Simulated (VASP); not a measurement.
# Ir (Fm-3m) in VASP: notebook, part 2 of 2

VASP 6.6.1. Earlier steps stand in the parts before.

### 4 Single point, PBE, non-collinear spin, zero start, spin-orbit coupling

Contents of INCAR:

```
ALGO = Normal ; EDIFF = 1E-6
ENCUT = 520 ; GGA = PE
GGA_COMPAT = F ; ISIF = 2
ISMEAR = 0 ; LASPH = T
LCHARG = F ; LMAXMIX = 4
LNONCOLLINEAR = T ; LORBIT = 11
LORBMOM = T ; LREAL = F
LSORBIT = T ; LWAVE = F
MAGMOM = 0 0 0 ; NBANDS = 20
NELM = 150 ; PREC = Accurate
SIGMA = 0.05
```

Contents of KPOINTS:

```
k-points
0
Gamma
  12 12 12
```

Contents of POSCAR:

```
Ir
1.0
    0.0000000000      1.9200010851      1.9200010851
    1.9200010851      0.0000000000      1.9200010851
    1.9200010851      1.9200010851      0.0000000000
Ir
1
Direct
    0.0000000000      0.0000000000      0.0000000000
```

Potentials or basis: VASP PAW PBE potentials, release 64 (Ir).

Started as:

```console
$ cat potpaw_PBE.64/Ir/POTCAR > POTCAR
$ mpirun -np 1 vasp_ncl > vasp.out
```

OUTCAR:

```text
EDIFF = 1E-6
   ENCUT = 520
   GGA = PE
   ISIF = 2
   ISMEAR = 0
   LASPH = T
   LNONCOLLINEAR = T
   LORBIT = 11
   LREAL = F
   LSORBIT = T
   NELM = 150
   PREC = Accurate

 ion  position               nearest neighbor table
   1  0.000  0.000  0.000-

  LATTYP: Found a face centered cubic cell.
 ALAT       =     3.8400021702

  Lattice vectors:

 A1 = (   0.0000000000,   1.9200010851,   1.9200010851)
 A2 = (   1.9200010851,   0.0000000000,   1.9200010851)
 A3 = (   1.9200010851,   1.9200010851,   0.0000000000)

Analysis of symmetry for initial positions (statically):
=====================================================================
 Subroutine PRICEL returns:
 Original cell was already a primitive cell.

 Routine SETGRP: Setting up the symmetry group for a
 face centered cubic supercell.

 Subroutine GETGRP returns: Found 48 space group operations
 (whereof 48 operations were pure point group operations)
 out of a pool of 48 trial point group operations.

The static configuration has the point symmetry O_h .

Analysis of symmetry for dynamics (positions and initial velocities):
=====================================================================
 Subroutine PRICEL returns:
 Original cell was already a primitive cell.

 Routine SETGRP: Setting up the symmetry group for a
 face centered cubic supercell.

 Subroutine GETGRP returns: Found 48 space group operations
 (whereof 48 operations were pure point group operations)
 out of a pool of 48 trial point group operations.

The dynamic configuration has the point symmetry O_h .

Analysis of structural, dynamic, and magnetic symmetry:
=====================================================================
 Subroutine PRICEL returns:
 Original cell was already a primitive cell.

 Routine SETGRP: Setting up the symmetry group for a
 face centered cubic supercell.

 Subroutine GETGRP returns: Found 48 space group operations
 (whereof 48 operations were pure point group operations)
 out of a pool of 48 trial point group operations.

The overall configuration has the point symmetry O_h .

 Subroutine INISYM returns: Found 48 space group operations
 (whereof 48 operations are pure point group operations),
 and found     1 'primitive' translations

----------------------------------------------------------------------------------------

                                     Primitive cell

  volume of cell :      14.1558

  direct lattice vectors                    reciprocal lattice vectors
     0.000000000  1.920001085  1.920001085    -0.260416519  0.260416519  0.260416519
     1.920001085  0.000000000  1.920001085     0.260416519 -0.260416519  0.260416519
     1.920001085  1.920001085  0.000000000     0.260416519  0.260416519 -0.260416519

  length of vectors
     2.715291574  2.715291574  2.715291574     0.451054643  0.451054643  0.451054643

  position of ions in fractional coordinates (direct lattice)
     0.000000000  0.000000000  0.000000000

  ion indices of the primitive-cell ions
   primitive index   ion index
                 1           1

[... 96 lines left out ...]
   GGA     = PE    functional components
   LHFCALC =     F    Hartree Fock is set to
   AEXX    =    0.0000 exact exchange contribution
   IVDW    =     0    specifies the selected vdW correction
   LEPSILON=     F    determine dielectric tensor
   LRPA    =     F    only Hartree local field effects (RPA)
 Gauss-broadening in eV      SIGMA  =   0.05
  energy-cutoff  :      520.00
  volume of cell :       14.16
 maximum number of plane-waves:       784
   NGX =  9   NGY =  9   NGZ =  9

 number of electron       9.0000000 magnetization       0.0000000      0.0000000      0.0000000

 number of electron       9.0000000 magnetization      -0.0000000     -0.0000000     -0.0000000

 number of electron       9.0000000 magnetization       0.0000000     -0.0000000      0.0000000

 number of electron       9.0000000 magnetization      -0.0000000      0.0000000     -0.0000000

 Free energy of the ion-electron system (eV)
  ---------------------------------------------------
  ext. energy  EPLUGINS =         0.00000000
  ---------------------------------------------------
  free energy    TOTEN  =        -9.24410103 eV

  energy without entropy =       -9.24289501  energy(sigma->0) =       -9.24349802

 E-fermi :  10.5634     XC(G=0): -13.9849

 val. band max:       10.5573648083   @ k =  -0.2500   0.0833   0.0000
 cond. band min:      10.5854888913   @ k =   0.3333   0.0833   0.0000
 fundamental gap:      0.0281240830
 Fermi energy:        10.5633949448

 k-point     1 :       0.0000    0.0000    0.0000
  band No.  band energies     occupation
      1      -0.7133      1.00000
      2      -0.7133      1.00000
      3       6.1565      1.00000
      4       6.1565      1.00000
      5       6.1565      1.00000
      6       6.1565      1.00000
[... 541 lines left out ...]
     19      30.1358      0.00000
     20      30.1358      0.00000

 [... further k-points ...]

------------------------ aborting loop because EDIFF is reached ----------------------------------------

  FORCE on cell =-STRESS in cart. coord.  units (eV):
  Direction    XX          YY          ZZ          XY          YZ          ZX
  --------------------------------------------------------------------------------------
  -------------------------------------------------------------------------------------
  Total        0.8838698      0.8838698      0.8838698     -0.0000000     -0.0000000     -0.0000000
  in kB      100.0378787    100.0378787    100.0378787     -0.0000000     -0.0000000     -0.0000000
  external PRESSURE =     100.0378787 kB  Pullay stress =       0.0000000 kB

 VOLUME and BASIS-vectors are now :
 -----------------------------------------------------------------------------
  energy-cutoff  :      520.00
  volume of cell :       14.16
      direct lattice vectors                 reciprocal lattice vectors
     0.000000000  1.920001085  1.920001085    -0.260416519  0.260416519  0.260416519
     1.920001085  0.000000000  1.920001085     0.260416519 -0.260416519  0.260416519
     1.920001085  1.920001085  0.000000000     0.260416519  0.260416519 -0.260416519

 POSITION                                       TOTAL-FORCE (eV/Angst)
 -----------------------------------------------------------------------------------
      0.00000      0.00000      0.00000         0.000000      0.000000     -0.000000
 -----------------------------------------------------------------------------------
    total drift:                               -0.000000     -0.000000     -0.000000

  FREE ENERGIE OF THE ION-ELECTRON SYSTEM (eV)
  ---------------------------------------------------
  free  energy   TOTEN  =        -9.2441010340 eV

  energy  without entropy=       -9.2428950068  energy(sigma->0) =       -9.24349802

 orbital moment (x)

 # of ion     p       d       tot
 ----------------------------------------
  1         0.000  -0.000  -0.000
 ----------------------------------------
            0.000  -0.000  -0.000

 orbital moment (y)

 # of ion     p       d       tot
 ----------------------------------------
  1         0.000   0.000   0.000
 ----------------------------------------
            0.000   0.000   0.000

 orbital moment (z)

 # of ion     p       d       tot
 ----------------------------------------
  1         0.000   0.000   0.000
 ----------------------------------------
            0.000   0.000   0.000

 Spin-Orbit-Coupling matrix elements

 Ion:    1  E_soc:     -0.7750510
 l=   1
     0.0000000    -0.0390764    -0.0390764
    -0.0390764     0.0000000    -0.0390764
    -0.0390764    -0.0390764     0.0000000
 l=   2
     0.0000000    -0.0157131     0.0000000    -0.0157131    -0.0743857
    -0.0157131     0.0000000    -0.0557893    -0.0157131    -0.0185964
     0.0000000    -0.0557893     0.0000000    -0.0557893     0.0000000
    -0.0157131    -0.0157131    -0.0557893     0.0000000    -0.0185964
    -0.0743857    -0.0185964     0.0000000    -0.0185964     0.0000000
 l=   3
     0.0000000     0.0000000     0.0000000     0.0000000     0.0000000     0.0000000     0.0000000
     0.0000000     0.0000000     0.0000000     0.0000000     0.0000000     0.0000000     0.0000000
     0.0000000     0.0000000     0.0000000     0.0000000     0.0000000     0.0000000     0.0000000
     0.0000000     0.0000000     0.0000000     0.0000000     0.0000000     0.0000000     0.0000000
     0.0000000     0.0000000     0.0000000     0.0000000     0.0000000     0.0000000     0.0000000
     0.0000000     0.0000000     0.0000000     0.0000000     0.0000000     0.0000000     0.0000000
     0.0000000     0.0000000     0.0000000     0.0000000     0.0000000     0.0000000     0.0000000

 total charge

# of ion       s       p       d       tot
------------------------------------------
    1        0.674   0.756   6.971   8.401

 magnetization (x)

# of ion       s       p       d       tot
------------------------------------------
    1        0.000  -0.000  -0.000  -0.000

 magnetization (y)

# of ion       s       p       d       tot
------------------------------------------
    1        0.000  -0.000   0.000  -0.000

 magnetization (z)

# of ion       s       p       d       tot
------------------------------------------
    1        0.000   0.000   0.000   0.000
```

OSZICAR:

```text
N       E                     dE             d eps       ncg     rms          rms(c)
DAV:   1     0.750066821553E+02    0.75007E+02   -0.39834E+03  2888   0.891E+02
DAV:   2    -0.765159302154E+01   -0.82658E+02   -0.73194E+02  2968   0.262E+02
DAV:   3    -0.975739608690E+01   -0.21058E+01   -0.20821E+01  3436   0.499E+01
DAV:   4    -0.978450719431E+01   -0.27111E-01   -0.27096E-01  3276   0.478E+00
DAV:   5    -0.978528586224E+01   -0.77867E-03   -0.77864E-03  3456   0.847E-01    0.172E+01
DAV:   6    -0.933930319210E+01    0.44598E+00   -0.38986E-01  3468   0.108E+01    0.815E+00
DAV:   7    -0.925073115750E+01    0.88572E-01   -0.12874E-01  3812   0.565E+00    0.358E+00
DAV:   8    -0.924714300107E+01    0.35882E-02   -0.33072E-03  3136   0.581E-01    0.134E+00
DAV:   9    -0.924435185065E+01    0.27912E-02   -0.42928E-03  3288   0.991E-01    0.462E-01
DAV:  10    -0.924409661377E+01    0.25524E-03   -0.17503E-04  3264   0.203E-01    0.137E-02
DAV:  11    -0.924409911901E+01   -0.25052E-05   -0.10248E-06  3448   0.882E-03    0.815E-03
DAV:  12    -0.924410105237E+01   -0.19334E-05   -0.43361E-07  2512   0.641E-03    0.148E-03
DAV:  13    -0.924410103405E+01    0.18327E-07   -0.45166E-08  1532   0.238E-03
   1 F= -.92441010E+01 E0= -.92434980E+01  d E =-.120603E-02  mag=     0.0000    -0.0000     0.0000
```

Wall time 58 s (1 thread of AMD EPYC 7R13, shared host); peak memory 0.15 GiB.

What came out:

* Free energy: -9.2441 eV
* Pressure: 10.0 GPa
* Net moment: 0.00 μB per cell
* Valence electrons inside the program's atomic spheres: Ir 8.40

Moments on the atoms (μB; x, y, z):
```
Ir  0.00 0.00 0.00
```

### 5 Single point, PBE, non-collinear spin, zero start, spin-orbit coupling

Contents of INCAR:

```
ALGO = Normal ; EDIFF = 1E-6
ENCUT = 500 ; GGA = PE
GGA_COMPAT = F ; ISIF = 2
ISMEAR = 0 ; LASPH = T
LCHARG = F ; LMAXMIX = 4
LNONCOLLINEAR = T ; LORBIT = 11
LORBMOM = T ; LREAL = F
LSORBIT = T ; LWAVE = F
MAGMOM = 0 0 0 ; NBANDS = 28
NELM = 200 ; PREC = Accurate
SIGMA = 0.05
```

KPOINTS is that of step 4.

POSCAR is that of step 4.

Potentials or basis: VASP PAW PBE potentials, release 64 (Ir_sv_GW).

Started as:

```console
$ cat potpaw_PBE.64/Ir_sv_GW/POTCAR > POTCAR
$ mpirun -np 1 vasp_ncl > vasp.out
```

OUTCAR:

```text
EDIFF = 1E-6
   ENCUT = 500
   GGA = PE
   ISIF = 2
   ISMEAR = 0
   LASPH = T
   LNONCOLLINEAR = T
   LORBIT = 11
   LREAL = F
   LSORBIT = T
   NELM = 200
   PREC = Accurate

 ion  position               nearest neighbor table
   1  0.000  0.000  0.000-

  LATTYP: Found a face centered cubic cell.
 ALAT       =     3.8400021702

  Lattice vectors:

 A1 = (   0.0000000000,   1.9200010851,   1.9200010851)
 A2 = (   1.9200010851,   0.0000000000,   1.9200010851)
 A3 = (   1.9200010851,   1.9200010851,   0.0000000000)

Analysis of symmetry for initial positions (statically):
=====================================================================
 Subroutine PRICEL returns:
 Original cell was already a primitive cell.
[... 992 lines left out ...]

 Spin-Orbit-Coupling matrix elements

 Ion:    1  E_soc:     -4.0324038
 l=   1
     0.0000000    -0.5912737    -0.5912737
    -0.5912737     0.0000000    -0.5912737
    -0.5912737    -0.5912737     0.0000000
 l=   2
     0.0000000    -0.0140759     0.0000000    -0.0140759    -0.0667091
    -0.0140759     0.0000000    -0.0500318    -0.0140759    -0.0166773
     0.0000000    -0.0500318     0.0000000    -0.0500318     0.0000000
    -0.0140759    -0.0140759    -0.0500318     0.0000000    -0.0166773
    -0.0667091    -0.0166773     0.0000000    -0.0166773     0.0000000
 l=   3
     0.0000000    -0.0000013     0.0000000     0.0000000     0.0000000    -0.0000013    -0.0000039
    -0.0000013     0.0000000    -0.0000022     0.0000000    -0.0000022    -0.0000036    -0.0000013
     0.0000000    -0.0000022     0.0000000    -0.0000027    -0.0000012    -0.0000010     0.0000000
     0.0000000     0.0000000    -0.0000027     0.0000000    -0.0000027     0.0000000     0.0000000
     0.0000000    -0.0000022    -0.0000012    -0.0000027     0.0000000    -0.0000010     0.0000000
    -0.0000013    -0.0000036    -0.0000010     0.0000000    -0.0000010     0.0000000    -0.0000013
    -0.0000039    -0.0000013     0.0000000     0.0000000     0.0000000    -0.0000013     0.0000000

 total charge

# of ion       s       p       d       f       tot
--------------------------------------------------
    1        3.900   6.129   6.307   0.025  16.361

 magnetization (x)

# of ion       s       p       d       f       tot
--------------------------------------------------
    1        0.000  -0.000   0.000  -0.000  -0.000

 magnetization (y)

# of ion       s       p       d       f       tot
--------------------------------------------------
    1        0.000  -0.000  -0.000  -0.000   0.000

 magnetization (z)

# of ion       s       p       d       f       tot
--------------------------------------------------
    1        0.000  -0.000   0.000   0.000  -0.000
```

It took 51 s on 1 thread of Intel Xeon Platinum 8259CL at 2.50GHz (Skylake/Cascade Lake), shared host; peak memory 0.21 GiB.

Results:

| Item | Value |
| --- | --- |
| Free energy | -11.4514 eV |
| Pressure | 7.0 GPa |
| Net moment | 0.00 μB per cell |
| Valence electrons inside the program's atomic spheres | Ir 16.36 |

Moments on the atoms (μB; x, y, z):
```
Ir  0.00 0.00 0.00
```

### 6 Single point, PBE, non-collinear spin, zero start, spin-orbit coupling

Contents of INCAR:

```
PREC = Accurate
ENCUT = 500
EDIFF = 1E-6
ISMEAR = 0
SIGMA = 0.05
LREAL = F
LASPH = T
NELM = 200
ALGO = Normal
ISIF = 2
LWAVE = F
LCHARG = T
MAGMOM = 0 0 0
LORBIT = 11
LSORBIT = T
GGA_COMPAT = F
LORBMOM = T
LMAXMIX = 4
GGA = PE
LVHAR = T
NBANDS = 28
```

Contents of KPOINTS:

```
regular mesh
0
Gamma
  8 8 8
```

POSCAR is that of step 5.

Potentials or basis: VASP PAW PBE potentials, release 64 (Ir_sv_GW).

Started as:

```console
$ cat potpaw_PBE.64/Ir_sv_GW/POTCAR > POTCAR
$ mpirun -np 1 vasp_ncl > vasp.out
```

Run time: 23 s. Hardware: 1 thread of Intel Xeon Platinum 8488C (Sapphire Rapids), shared host; peak memory 0.17 GiB.

Results (log left out):

```
Free energy                                           : -11.3606 eV
Pressure                                              : 8.9 GPa
Net moment                                            : 0.00 μB per cell
Valence electrons inside the program's atomic spheres : Ir 16.36
```

Moments on the atoms (μB; x, y, z):
```
Ir  0.00 0.00 0.00
```

### 7 The runs side by side

```csv
potentials or basis,cell,k mesh,cutoff (eV),second run,pressure (GPa),moment (μB)
"VASP PAW PBE potentials, release 64 (Ir)","a = 2.715 Å, angles 60.0°, 1 atom",8 × 8 × 8,520,-,11.9,0.00
"VASP PAW PBE potentials, release 64 (Ir)","a = 2.760 Å, angles 60.0°, 1 atom",8 × 8 × 8,520,-,-5.2,0.00
"VASP PAW PBE potentials, release 64 (Ir)","a = 2.715 Å, angles 60.0°, 1 atom",12 × 12 × 12,520,-,10.0,0.00
"VASP PAW PBE potentials, release 64 (Ir_sv_GW)","a = 2.715 Å, angles 60.0°, 1 atom",12 × 12 × 12,500,valence_matched,7.0,0.00
"VASP PAW PBE potentials, release 64 (Ir_sv_GW)","a = 2.715 Å, angles 60.0°, 1 atom",8 × 8 × 8,500,valence_matched,8.9,0.00
```

Alike in all rows: task single point; level PBE; spin non-collinear, zero start, SOC; smearing gaussian 0.05 eV.

Total energies depend on the potentials used, so only differences within one code and one set of settings carry meaning.
